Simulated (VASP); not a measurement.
**Si4S: single point with PBE**

Si4S:

```
Si S
1.0
    -2.85410    2.85410    2.85410
     2.85410   -2.85410    2.85410
     2.85410    2.85410   -2.85410
Si S
4 1
Direct
  0.00000 0.00000 0.50000
  0.00000 0.50000 0.00000
  0.50000 0.00000 0.00000
  0.50000 0.50000 0.50000
  0.00000 0.00000 0.00000
```

```yaml
Program: VASP 6.6.1
Task: single point
Functional: PBE
Potentials_or_basis: VASP PAW PBE potentials, release 64 (Si, S)
Cutoff: 500 eV
k_mesh: 4 × 4 × 4
Occupations: gaussian, width 0.2 eV
Spin: no spin polarisation
```

* Pressure: 0.2 GPa
* Band gap on the k mesh: zero (band 11 reaches 7.40 eV, above the bottom of band 12 at 5.70 eV)

Levels at points of the mesh, in eV from the Fermi level:
| k point | band 9 | band 10 | band 11 | band 12 | band 13 | band 14 |
| --- | --- | --- | --- | --- | --- | --- |
| (0.00, 0.00, 0.00) | -2.27 | -2.27 | -2.27 | 1.73 | 1.73 | 3.13 |
| (0.50, 0.00, 0.00) | -1.76 | -0.66 | -0.63 | 0.32 | 0.98 | 1.06 |
| (0.50, 0.50, 0.50) | -1.25 | -1.01 | -1.01 | -1.01 | -0.97 | 1.01 |

Wall time 11 s on 1 thread of Intel(R) Xeon(R) Platinum 8488C (Sapphire Rapids), with other jobs on the host, peak memory 0.19 GiB.

Caveat: the k points lie up to 0.39 Å⁻¹ apart.
